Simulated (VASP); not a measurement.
The system is Os.

```
Os
1.0
     0.00000    1.94500    1.94500
     1.94500    0.00000    1.94500
     1.94500    1.94500    0.00000
Os
1
Cartesian
  0.0000 0.0000 0.0000
```

```yaml
Program: VASP 6.6.1
Task: relaxation of cell and atoms
Functional: BLYP
Dispersion: D3(BJ)
Potentials_or_basis: VASP PAW PBE potentials, release 64 (Os)
Cutoff: 600 eV
k_mesh: 10 × 10 × 10
Occupations: methfessel-paxton, width 0.15 eV
Spin: no spin polarisation
```

At the start: pressure -7.6 GPa; volume 14.72 Å³/atom.

How do energy, volume and symmetry change on relaxing?

Over 4 steps the energy falls by 7.2 meV/atom and the volume is 14.42 Å³/atom (-2.0 %); space group Fm-3m (No. 225, to 0.05 Å).

The path:
```tsv
step	energy change (eV)	largest force (eV/Å)	pressure (GPa)	volume (Å³)
1	0.0000	0.0000	-7.55	14.72
2	0.1195	0.0000	38.91	13.29
3	-0.0072	0.0000	-0.28	14.43
4	-0.0072	0.0000	-0.04	14.42
```

Final structure:
```
CELL_PARAMETERS angstrom
0.00000 1.93190 1.93190
1.93190 0.00000 1.93190
1.93190 1.93190 0.00000
ATOMIC_POSITIONS crystal
Os 0.00000 0.00000 0.00000
```

Caveat: the PAW data sets were made with another functional, which shifts forces and pressure a little; pairwise dispersion overbinds metals, which lowers pressure and volume.
